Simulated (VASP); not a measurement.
# Al2GaN3 (R-3m) in VASP: further runs, part 2 of 3

VASP 6.6.1. The steps go on from the part before.

## 3. Single point, r2SCAN+rVV10

This run uses another cell than the first one, of 11.41 Å³/atom.

Contents of POSCAR:

```
Al2GaN3
1.0
    2.7276893764      1.5748321970      2.6563957985
   -2.7276893764      1.5748321970      2.6563957985
    0.0000000000     -3.1496643902      2.6563958007
Al Ga N
2 1 3
Direct
    0.7026074357      0.7026074357      0.7026074357
    0.2973925643      0.2973925643      0.2973925643
    0.0000000000      0.0000000000      0.0000000000
    0.0000000000      0.5000000000      0.0000000000
    0.5000000000      0.0000000000      0.0000000000
    0.0000000000      0.0000000000      0.5000000000
```

Contents of INCAR.step1:

```
SYSTEM = Al2GaN3
ALGO     = Normal         ! electronic algorithm
EDIFF    = 1E-4           ! SCF threshold, eV
ENCUT    = 520            ! plane-wave cutoff, eV
GGA      = PE             ! functional
ISMEAR   = -1             ! smearing method
LASPH    = .True.         ! aspherical terms in the spheres
LCHARG   = .False.        ! write CHGCAR
LREAL    = .False.        ! projectors in reciprocal space
LWAVE    = .True.         ! write WAVECAR
NBANDS   = 26             ! bands
NELM     = 60             ! most SCF steps
PREC     = Accurate       ! precision mode
SIGMA    = 0.03           ! smearing width, eV
```

Contents of INCAR.step2:

```
SYSTEM = Al2GaN3
ALGO     = Normal         ! electronic algorithm
BPARAM   = 11.95        
CPARAM   = 0.0093       
EDIFF    = 1E-6           ! SCF threshold, eV
ENCUT    = 520            ! plane-wave cutoff, eV
ISIF     = 2              ! what is computed and relaxed
ISMEAR   = -1             ! smearing method
ISTART   = 1            
IVDW_NL  = 2            
LASPH    = .True.         ! aspherical terms in the spheres
LCHARG   = .True.         ! write CHGCAR
LELF     = .True.         ! ELF
LMIXTAU  = .True.       
LREAL    = .False.        ! projectors in reciprocal space
LUSE_VDW = .True.       
LVHAR    = .True.       
LWAVE    = .False.        ! write WAVECAR
METAGGA  = R2SCAN         ! meta-GGA
NBANDS   = 26             ! bands
NELM     = 60             ! most SCF steps
PREC     = Accurate       ! precision mode
SIGMA    = 0.03           ! smearing width, eV
```

Contents of KPOINTS:

```
k-points
0
Gamma
  6 6 6
  0 0 0
```

Potentials or basis: VASP PAW PBE potentials, release 64 (Al, Ga_d, N).

Launch:

```console
cat potpaw_PBE.64/Al/POTCAR potpaw_PBE.64/Ga_d/POTCAR potpaw_PBE.64/N/POTCAR > POTCAR
cp INCAR.step1 INCAR
mpirun -np 1 vasp_std > vasp.out
cp INCAR.step2 INCAR
mpirun -np 1 vasp_std > vasp.out
```

OUTCAR:

```text
SYSTEM = Al2GaN3
   BPARAM = 11.95
   EDIFF = 1E-6
   ENCUT = 520
   ISIF = 2
   ISMEAR = -1
   ISTART = 1
   IVDW_NL = 2
   LASPH = .True.
   LREAL = .False.
   METAGGA = R2SCAN
   NELM = 60
   PREC = Accurate

 ion  position               nearest neighbor table
   1  0.703  0.703  0.703-   4 1.89   5 1.89   6 1.89   3 2.37   2 3.20   2 3.20   2 3.20   2 3.23

   2  0.297  0.297  0.297-   4 1.89   5 1.89   6 1.89   3 2.37   1 3.20   1 3.20   1 3.20   1 3.23

   3  0.000  0.000  0.000-   6 2.06   6 2.06   4 2.06   5 2.06   4 2.06   5 2.06   1 2.37   2 2.37

   4  0.000  0.500  0.000-   1 1.89   2 1.89   3 2.06   3 2.06
   5  0.500  0.000  0.000-   1 1.89   2 1.89   3 2.06   3 2.06
   6  0.000  0.000  0.500-   1 1.89   2 1.89   3 2.06   3 2.06

  LATTYP: Found a trigonal (rhomboedric) cell.
 ALAT       =     4.1202942154
 COS(alpha) =     0.1234769060

  Lattice vectors:

 A1 = (   2.7276893764,   1.5748321970,   2.6563957985)
 A2 = (  -2.7276893764,   1.5748321970,   2.6563957985)
 A3 = (   0.0000000000,  -3.1496643902,   2.6563958007)

Analysis of symmetry for initial positions (statically):
=====================================================================
 Subroutine PRICEL returns:
 Original cell was already a primitive cell.

 Routine SETGRP: Setting up the symmetry group for a
 trigonal (rhombohedral) supercell.

 Subroutine GETGRP returns: Found 12 space group operations
 (whereof 12 operations were pure point group operations)
 out of a pool of 12 trial point group operations.

The static configuration has the point symmetry D_3d.

Analysis of symmetry for dynamics (positions and initial velocities):
=====================================================================
 Subroutine PRICEL returns:
 Original cell was already a primitive cell.

 Routine SETGRP: Setting up the symmetry group for a
 trigonal (rhombohedral) supercell.
[... 128 lines left out ...]
   ISMEAR =    -1;   SIGMA  =   0.03  broadening in eV -4-tet -1-fermi 0-gaus
   EFERMI_NEDOS =   21; number of points for ismear=-14 and -15
   IALGO  =     38    algorithm
   IMIX   =      4    mixing-type and parameters
     AMIX     =   0.40;   BMIX     =  1.00
     AMIX_MAG =   1.60;   BMIX_MAG =  1.00
  volume/ion in A,a.u.               =      11.41        77.00
  Fermi-wavevector in a.u.,A,eV,Ry     =   1.296413  2.449865 22.867132  1.680687
  Thomas-Fermi vector in A             =   2.427871
   LORBIT       =      0    0 simple, 1 ext, 2 COOP (PROOUT), +10 PAW based schemes
   METAGGA = R2SCAN    functional components
   LHFCALC =     F    Hartree Fock is set to
   AEXX    =    0.0000 exact exchange contribution
   IVDW_NL    =     2    kernel type
   BPARAM     =11.9500
   IVDW    =     0    specifies the selected vdW correction
   LEPSILON=     F    determine dielectric tensor
   LRPA    =     F    only Hartree local field effects (RPA)
 non-spin polarized calculation
  energy-cutoff  :      520.00
  volume of cell :       68.47
 maximum number of plane-waves:      1862
 NGX is ok and might be reduce to    32
   NGX = 15   NGY = 15   NGZ = 15

 number of electron      34.0000021 magnetization

 Free energy of the ion-electron system (eV)
  ---------------------------------------------------
  ext. energy  EPLUGINS =         0.00000000
  ---------------------------------------------------
  free energy    TOTEN  =       -50.78230775 eV

  energy without entropy =      -50.77453187  energy(sigma->0) =      -50.77841981

 E-fermi :   6.4151     XC(G=0): -11.7423

 val. band max:        6.3850903612   @ k =   0.0000   0.0000   0.0000
 cond. band min:       6.4349977021   @ k =   0.5000   0.3333   0.1667
 fundamental gap:      0.0499073408
 Fermi energy:         6.4151046832

 k-point     1 :       0.0000    0.0000    0.0000
  band No.  band energies     occupation
      1     -11.2426      2.00000
      2      -9.4609      2.00000
      3      -9.4609      2.00000
      4      -8.1615      2.00000
      5      -8.0525      2.00000
      6      -8.0525      2.00000
[... 685 lines left out ...]
     25      16.3741      0.00000
     26      17.3879      0.00000

 [... further k-points ...]
[... 5 lines left out ...]
  --------------------------------------------------------------------------------------
  -------------------------------------------------------------------------------------
  Total        0.1362461      0.1362461      0.0834907      0.0000000     -0.0000000      0.0000000
  in kB        3.1883175      3.1883175      1.9537799      0.0000000     -0.0000000      0.0000000
  external PRESSURE =       2.7768049 kB  Pullay stress =       0.0000000 kB

 VOLUME and BASIS-vectors are now :
 -----------------------------------------------------------------------------
  energy-cutoff  :      520.00
  volume of cell :       68.47
      direct lattice vectors                 reciprocal lattice vectors
     2.727689376  1.574832197  2.656395799     0.183305330  0.105831381  0.125483308
    -2.727689376  1.574832197  2.656395799    -0.183305330  0.105831381  0.125483308
     0.000000000 -3.149664390  2.656395801     0.000000000 -0.211662763  0.125483309

 POSITION                                       TOTAL-FORCE (eV/Angst)
 -----------------------------------------------------------------------------------
      0.00000      0.00000      5.59921         0.000000     -0.000000     -0.025118
      0.00000      0.00000      2.36998         0.000000      0.000000      0.025118
      0.00000      0.00000      0.00000         0.000000      0.000000     -0.000000
     -1.36384      0.78742      1.32820        -0.000000      0.000000      0.000000
      1.36384      0.78742      1.32820         0.000000      0.000000     -0.000000
      0.00000     -1.57483      1.32820        -0.000000      0.000000     -0.000000
 -----------------------------------------------------------------------------------
    total drift:                               -0.000000      0.000000     -0.000000

  FREE ENERGIE OF THE ION-ELECTRON SYSTEM (eV)
  ---------------------------------------------------
  free  energy   TOTEN  =       -50.7823077505 eV

  energy  without entropy=      -50.7745318741  energy(sigma->0) =      -50.77841981
```

OUTCAR.step1:

```text
SYSTEM = Al2GaN3
   EDIFF = 1E-4
   ENCUT = 520
   GGA = PE
   ISMEAR = -1
   LASPH = .True.
   LREAL = .False.
   NELM = 60
[... 934 lines left out ...]
     -1.36384      0.78742      1.32820         0.000000      0.000000     -0.000000
      1.36384      0.78742      1.32820         0.000000     -0.000000     -0.000000
      0.00000     -1.57483      1.32820        -0.000000     -0.000000     -0.000000
 -----------------------------------------------------------------------------------
    total drift:                               -0.000000      0.000000     -0.000000

  FREE ENERGIE OF THE ION-ELECTRON SYSTEM (eV)
  ---------------------------------------------------
  free  energy   TOTEN  =       -33.8856505658 eV

  energy  without entropy=      -33.8775235517  energy(sigma->0) =      -33.88158706
```

Wall time 2.4 min (1 thread of Intel Xeon 8259CL, shared host); peak memory 0.35 GiB.

Results:

* Free energy: -50.7823 eV
* Pressure: 0.3 GPa
* Largest force: 0.025 eV/Å
* Band gap on the k mesh: zero (bands 17 and 18 overlap by 0.51 eV)

Forces in eV/Å, atoms in the order of the input:
```
Al   0.000  0.000 -0.025
Al   0.000  0.000  0.025
Ga   0.000  0.000  0.000
N    0.000  0.000  0.000
N    0.000  0.000  0.000
N    0.000  0.000  0.000
```

Caveat: semilocal functionals underestimate gaps, and a narrow one can read as zero; the PAW data sets were made with another functional, which shifts forces and pressure a little.

## 4. Relaxation of cell and atoms, PBEsol

This run uses another cell than the first one, of 10.74 Å³/atom.

Contents of INCAR:

```
SYSTEM = Al2GaN3
PREC = Accurate
ENCUT = 600
EDIFF = 1E-6
ISMEAR = -1
SIGMA = 0.03
LREAL = .False.
LASPH = .True.
NELM = 80
ALGO = Normal
ISIF = 3
LWAVE = .False.
LCHARG = .False.
GGA = PS
IBRION = 2
NSW = 100
EDIFFG = -0.01
```

Contents of KPOINTS:

```
regular mesh
0
Gamma
  6 6 6
  0 0 0
```

Contents of POSCAR:

```
Al2GaN3
1.0
    2.2639808900      1.3071099800      3.6285581700
   -2.2639808900      1.3071099800      3.6285581700
    0.0000000000     -2.6142199500      3.6285581700
Al Ga N
2 1 3
Direct
    0.6247839200      0.6247839200      0.6247839200
    0.3752160800      0.3752160800      0.3752160800
    0.0000000000      0.0000000000      0.0000000000
    0.0000000000      0.5000000000      0.0000000000
    0.5000000000      0.0000000000      0.0000000000
    0.0000000000      0.0000000000      0.5000000000
```

Potentials or basis: VASP PAW PBE potentials, release 64 (Al, Ga_d, N).

Launch:

```console
cat potpaw_PBE.64/Al/POTCAR potpaw_PBE.64/Ga_d/POTCAR potpaw_PBE.64/N/POTCAR > POTCAR
mpirun -np 1 vasp_std > vasp.out
```

OUTCAR:

```text
SYSTEM = Al2GaN3
   PREC = Accurate
   ENCUT = 600
   EDIFF = 1E-6
   ISMEAR = -1
   LREAL = .False.
   LASPH = .True.
   NELM = 80
   ISIF = 3
   GGA = PS
   IBRION = 2
   NSW = 100
   EDIFFG = -0.01

 ion  position               nearest neighbor table
   1  0.625  0.625  0.625-   3 2.65   3 2.65   3 2.65   2 2.72   2 2.77   2 2.77   2 2.77
   2  0.375  0.375  0.375-   3 2.65   3 2.65   3 2.65   1 2.72   1 2.77   1 2.77   1 2.77
   3  0.000  0.000  0.000-   6 2.24   6 2.24   4 2.24   5 2.24   4 2.24   5 2.24   2 2.65   1 2.65
                             2 2.65   1 2.65   2 2.65   1 2.65
   4  0.000  0.500  0.000-   3 2.24   3 2.24
   5  0.500  0.000  0.000-   3 2.24   3 2.24
   6  0.000  0.000  0.500-   3 2.24   3 2.24

  LATTYP: Found a trigonal (rhomboedric) cell.
 ALAT       =     4.4722008411
[... 391 lines left out ...]

 number of electron      34.0000004 magnetization

 Free energy of the ion-electron system (eV)
  ---------------------------------------------------
  ext. energy  EPLUGINS =         0.00000000
  ---------------------------------------------------
  free energy    TOTEN  =       -36.49136194 eV

  energy without entropy =      -36.48429659  energy(sigma->0) =      -36.48782927

 E-fermi :   6.5110     XC(G=0): -11.3176

 val. band max:        6.4589287266   @ k =   0.3333   0.0000  -0.0000
 cond. band min:       6.5450158936   @ k =   0.0000   0.0000   0.0000
 fundamental gap:      0.0860871670
 Fermi energy:         6.5109618263

 k-point     1 :       0.0000    0.0000    0.0000
  band No.  band energies     occupation
      1     -10.1984      2.00000
      2      -8.4981      2.00000
      3      -8.4981      2.00000
      4      -7.3852      2.00000
      5      -7.2939      2.00000
      6      -7.2939      2.00000
[... 565 lines left out ...]
     20      11.9656      0.00000
     21      12.4271      0.00000

 [... further k-points ...]
[... 5 lines left out ...]
  --------------------------------------------------------------------------------------
  -------------------------------------------------------------------------------------
  Total        0.0076871      0.0076871      0.0233006     -0.0000000      0.0000000      0.0000000
  in kB        0.1827436      0.1827436      0.5539210     -0.0000000      0.0000000      0.0000000
  external PRESSURE =       0.3064694 kB  Pullay stress =       0.0000000 kB
[... 21 lines left out ...]
  FREE ENERGIE OF THE ION-ELECTRON SYSTEM (eV)
  ---------------------------------------------------
  free  energy   TOTEN  =       -36.4913619432 eV

  energy  without entropy=      -36.4842965879  energy(sigma->0) =      -36.48782927

 reached required accuracy - stopping structural energy minimisation
```

CONTCAR:

```text
Al2GaN3
   1.00000000000000
     2.7182495620767044    1.5693821201478830    2.6330591322475669
    -2.7182495620767044    1.5693821201478830    2.6330591322475669
    -0.0000000000000000   -3.1387642307857493    2.6330591330956552
  Al              Ga              N
     2     1     3
Direct
     0.6957850085789312    0.6957850085789312    0.6957850085864370
     0.3042149914210687    0.3042149914210687    0.3042149914135633
     0.0000000000000000    0.0000000000000000    0.0000000000000000
     0.0000000000000000    0.5000000000000000    0.0000000000000000
     0.5000000000000000    0.0000000000000000    0.0000000000000000
     0.0000000000000000    0.0000000000000000    0.5000000000000000

  0.00000000E+00  0.00000000E+00  0.00000000E+00
  0.00000000E+00  0.00000000E+00  0.00000000E+00
  0.00000000E+00  0.00000000E+00  0.00000000E+00
  0.00000000E+00  0.00000000E+00  0.00000000E+00
  0.00000000E+00  0.00000000E+00  0.00000000E+00
  0.00000000E+00  0.00000000E+00  0.00000000E+00
```

Wall time 21 min (1 thread of Intel Xeon 8259CL, shared host); peak memory 0.25 GiB.

Results:

| Quantity | Value |
| --- | --- |
| Free energy | -36.4914 eV |
| Relaxed volume | 11.23 Å³/atom |
| Relaxed cell | a = 4.097 Å, b = 4.097 Å, c = 4.097 Å, α = 83.13°, β = 83.13°, γ = 83.13° |
| Space group after relaxing (to 0.1 Å) | R-3m (No. 166) |
| Pressure after relaxing | 0.0 GPa |
| Largest force after relaxing | 0.009 eV/Å |
| Band gap on the k mesh | zero (bands 17 and 18 overlap by 0.56 eV) |

Forces in eV/Å, atoms in the order of the input:
```
Al   0.000  0.000 -0.009
Al   0.000  0.000  0.009
Ga   0.000  0.000  0.000
N    0.000  0.000  0.000
N    0.000  0.000  0.000
N    0.000  0.000  0.000
```

Final structure:
```
Al Ga N
1.0
     2.71825    1.56938    2.63306
    -2.71825    1.56938    2.63306
     0.00000   -3.13876    2.63306
Al Ga N
2 1 3
Direct
  0.69578 0.69578 0.69578
  0.30422 0.30422 0.30422
  0.00000 0.00000 0.00000
  0.00000 0.50000 0.00000
  0.50000 0.00000 0.00000
  0.00000 0.00000 0.50000
```

Caveat: semilocal functionals underestimate gaps, and a narrow one can read as zero; the PAW data sets were made with another functional, which shifts forces and pressure a little.

(Continued in part 3 of 3.)

The gap in the log of VASP goes by the Fermi energy; the results here count the filled bands.